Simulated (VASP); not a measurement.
# PbS (P-6m2) in VASP: settings compared, part 2 of 2

VASP 6.6.1.

### Step 6. Single point, PBE+D3(BJ)

INCAR

```
PREC     = Accurate       # precision mode
ENCUT    = 520            # plane-wave cutoff, eV
EDIFF    = 1E-7           # SCF threshold, eV
ISMEAR   = -1             # smearing method
SIGMA    = 0.1            # smearing width, eV
LREAL    = F              # projectors in reciprocal space
LASPH    = T              # aspherical terms in the spheres
NELM     = 100            # most SCF steps
ALGO     = Normal         # electronic algorithm
ISIF     = 2              # what is computed and relaxed
LWAVE    = F              # write WAVECAR
LCHARG   = T              # write CHGCAR
GGA      = PE             # functional
IVDW     = 12             # dispersion correction
LELF     = T              # ELF
LVHAR    = T            
NBANDS   = 17             # bands
```

KPOINTS

```
Automatic mesh
0
Gamma
  6 6 4
```

POSCAR

```
PbS
1.0
    4.0896976867      0.0000000000      0.0000000000
   -2.0448488433      3.5417820905      0.0000000000
    0.0000000000      0.0000000000      3.7881670000
Pb S
1 1
Direct
    0.0000000000      0.0000000000      0.0000000000
    0.6666666667      0.3333333333      0.5000000000
```

Potentials or basis: VASP PAW PBE potentials, release 64 (Pb_d, S).

The run is started by

```console
cat potpaw_PBE.64/Pb_d/POTCAR potpaw_PBE.64/S/POTCAR > POTCAR
mpirun -np 1 vasp_std > vasp.out
```

OUTCAR:

```text
PREC = Accurate
   ENCUT = 520
   EDIFF = 1E-7
   ISMEAR = -1
   LREAL = F
   LASPH = T
   NELM = 100
   ISIF = 2
   GGA = PE
   IVDW = 12
 IVDW          = 12

 ion  position               nearest neighbor table
   1  0.000  0.000  0.000-   2 3.03   2 3.03   2 3.03   2 3.03   2 3.03   2 3.03
   2  0.667  0.333  0.500-   1 3.03   1 3.03   1 3.03   1 3.03   1 3.03   1 3.03

  LATTYP: Found a hexagonal cell.
 ALAT       =     4.0896976867
 C/A-ratio  =     0.9262706660

  Lattice vectors:

 A1 = (   4.0896976867,   0.0000000000,   0.0000000000)
 A2 = (  -2.0448488433,   3.5417820905,   0.0000000000)
 A3 = (   0.0000000000,   0.0000000000,   3.7881670000)

Analysis of symmetry for initial positions (statically):
=====================================================================
 Subroutine PRICEL returns:
 Original cell was already a primitive cell.

 Routine SETGRP: Setting up the symmetry group for a
 hexagonal supercell.

 Subroutine GETGRP returns: Found 12 space group operations
 (whereof 12 operations were pure point group operations)
 out of a pool of 24 trial point group operations.

The static configuration has the point symmetry D_3h.

Analysis of symmetry for dynamics (positions and initial velocities):
=====================================================================
 Subroutine PRICEL returns:
 Original cell was already a primitive cell.

 Routine SETGRP: Setting up the symmetry group for a
 hexagonal supercell.

 Subroutine GETGRP returns: Found 12 space group operations
 (whereof 12 operations were pure point group operations)
 out of a pool of 24 trial point group operations.

The dynamic configuration has the point symmetry D_3h.

 Subroutine INISYM returns: Found 12 space group operations
 (whereof 12 operations are pure point group operations),
 and found     1 'primitive' translations

----------------------------------------------------------------------------------------

                                     Primitive cell

  volume of cell :      54.8709
[... 103 lines left out ...]
   IMIX   =      4    mixing-type and parameters
     AMIX     =   0.40;   BMIX     =  1.00
     AMIX_MAG =   1.60;   BMIX_MAG =  1.00
  volume/ion in A,a.u.               =      27.44       185.14
  Fermi-wavevector in a.u.,A,eV,Ry     =   1.169421  2.209885 18.606576  1.367545
  Thomas-Fermi vector in A             =   2.305894
   LORBIT       =      0    0 simple, 1 ext, 2 COOP (PROOUT), +10 PAW based schemes
   GGA     = PE    functional components
   LHFCALC =     F    Hartree Fock is set to
   AEXX    =    0.0000 exact exchange contribution
   IVDW    =    12    specifies the selected vdW correction
   LEPSILON=     F    determine dielectric tensor
   LRPA    =     F    only Hartree local field effects (RPA)
 non-spin polarized calculation
  energy-cutoff  :      520.00
  volume of cell :       54.87
 maximum number of plane-waves:      1506
   NGX = 15   NGY = 15   NGZ = 15

 number of electron      19.9999998 magnetization

 Free energy of the ion-electron system (eV)
  ---------------------------------------------------
  ext. energy  EPLUGINS =         0.00000000
  ---------------------------------------------------
  free energy    TOTEN  =        -8.53972949 eV

  energy without entropy =       -8.53581092  energy(sigma->0) =       -8.53777020

 E-fermi :   5.1924     XC(G=0):  -9.4423

 val. band max:        5.1873541549   @ k =   0.0000   0.0000   0.5000
 cond. band min:       5.2852629955   @ k =   0.3333   0.3333   0.0000
 fundamental gap:      0.0979088406
 Fermi energy:         5.1923850335

 k-point     1 :       0.0000    0.0000    0.0000
  band No.  band energies     occupation
      1     -11.7111      2.00000
      2     -11.6878      2.00000
      3     -11.6878      2.00000
      4     -11.5893      2.00000
      5     -11.5893      2.00000
      6      -7.9839      2.00000
[... 397 lines left out ...]
      4     -11.6458      2.00000
      5     -11.5506      2.00000
      6      -6.1844      2.00000
[... 9 lines left out ...]
     16      16.2312      0.00000
     17      16.8502      0.00000

------------------------ aborting loop because EDIFF is reached ----------------------------------------

 Edisp (eV)   -0.65872

 E8    (eV) :    -0.2967

  FORCE on cell =-STRESS in cart. coord.  units (eV):
  Direction    XX          YY          ZZ          XY          YZ          ZX
  --------------------------------------------------------------------------------------
  -------------------------------------------------------------------------------------
  Total      -0.96204    -0.96204    -0.54884    -0.00000     0.00000    -0.00000
  in kB     -28.09076   -28.09076   -16.02562    -0.00000     0.00000    -0.00000
  external pressure =      -24.07 kB  Pullay stress =        0.00 kB

 VOLUME and BASIS-vectors are now :
 -----------------------------------------------------------------------------
  energy-cutoff  :      520.00
  volume of cell :       54.87
      direct lattice vectors                 reciprocal lattice vectors
     4.089697687  0.000000000  0.000000000     0.244516851  0.141171870  0.000000000
    -2.044848843  3.541782090  0.000000000     0.000000000  0.282343740  0.000000000
     0.000000000  0.000000000  3.788167000     0.000000000  0.000000000  0.263979914

 POSITION                                       TOTAL-FORCE (eV/Angst)
 -----------------------------------------------------------------------------------
      0.00000      0.00000      0.00000        -0.000000     -0.000000      0.000000
      2.04485      1.18059      1.89408         0.000000      0.000000      0.000000
 -----------------------------------------------------------------------------------
    total drift:                               -0.000000      0.000000      0.000000

  FREE ENERGIE OF THE ION-ELECTRON SYSTEM (eV)
  ---------------------------------------------------
  free  energy   TOTEN  =        -9.1984517364 eV

  energy  without entropy=       -9.1945331599  energy(sigma->0) =       -9.19649245
```

OSZICAR:

```text
N       E                     dE             d eps       ncg     rms          rms(c)
DAV:   1     0.161716913713E+03    0.16172E+03   -0.96534E+03   714   0.124E+03
DAV:   2     0.377402325146E+01   -0.15794E+03   -0.15237E+03   733   0.316E+02
DAV:   3    -0.884931984749E+01   -0.12623E+02   -0.12495E+02   963   0.945E+01
DAV:   4    -0.913749975754E+01   -0.28818E+00   -0.28797E+00   890   0.159E+01
DAV:   5    -0.914975420814E+01   -0.12254E-01   -0.12254E-01  1065   0.322E+00    0.446E+00
DAV:   6    -0.854367807668E+01    0.60608E+00   -0.17090E+00  1111   0.869E+00    0.323E+00
DAV:   7    -0.854004536203E+01    0.36327E-02   -0.13622E-01   890   0.190E+00    0.185E+00
DAV:   8    -0.853974851507E+01    0.29685E-03   -0.15804E-02   824   0.128E+00    0.272E-01
DAV:   9    -0.853947220569E+01    0.27631E-03   -0.30017E-03  1103   0.429E-01    0.108E-01
DAV:  10    -0.853972349206E+01   -0.25129E-03   -0.40812E-04   833   0.114E-01    0.608E-02
DAV:  11    -0.853972740223E+01   -0.39102E-05   -0.40594E-05   960   0.699E-02    0.135E-02
DAV:  12    -0.853972956219E+01   -0.21600E-05   -0.41882E-06   829   0.206E-02    0.510E-03
DAV:  13    -0.853972945072E+01    0.11147E-06   -0.30007E-07   974   0.430E-03    0.682E-04
DAV:  14    -0.853972949230E+01   -0.41577E-07   -0.13674E-07   759   0.232E-03
   1 F= -.91984517E+01 E0= -.91964924E+01  d E =-.391858E-02
```

Wall time 28 s (1 thread of Intel Xeon 8259CL, shared host); peak memory 0.18 GiB.

What came out:

| Property | Result |
| --- | --- |
| Free energy | -9.1985 eV |
| Pressure | -2.4 GPa |
| Band gap on the k mesh | zero (band 10 reaches 5.29 eV, above the bottom of band 11 at 4.86 eV) |
| Dispersion energy per atom | -0.329 eV |

Caveat: the k points lie up to 0.41 Å⁻¹ apart; spin-orbit coupling is left out, which moves the levels of the heavy elements; pairwise dispersion overbinds metals, which lowers pressure and volume.

### Step 7. The runs side by side

| level | cell | smearing | gap on the mesh (eV) | pressure (GPa) |
| --- | --- | --- | --- | --- |
| PBE | a = 4.090, b = 4.090, c = 3.788 Å, angles 90.0, 90.0, 120.0°, 2 atoms | gaussian 0.0065 eV | none | -0.5 |
| PBE | a = 4.070, b = 4.070, c = 3.824 Å, angles 90.0, 90.0, 120.0°, 2 atoms | gaussian 0.1 eV | none | -0.7 |
| PBE | a = 4.090, b = 4.090, c = 3.788 Å, angles 90.0, 90.0, 120.0°, 2 atoms | methfessel-paxton 0.0680285 eV | none | -0.5 |
| PBE+D3(BJ) | a = 4.090, b = 4.090, c = 3.788 Å, angles 90.0, 90.0, 120.0°, 2 atoms | fermi-dirac 0.1 eV | none | -2.4 |

Alike in all rows: task single point; potentials or basis VASP PAW PBE potentials, release 64 (Pb_d, S); no spin polarisation; k mesh 6 × 6 × 4; cutoff (eV) 520.

Caveats: all runs use coarse meshes; spin-orbit coupling is left out, which moves the levels of the heavy elements; pairwise dispersion overbinds metals, which lowers pressure and volume (some runs).

Absolute energies hang on the potentials; compare differences alone.
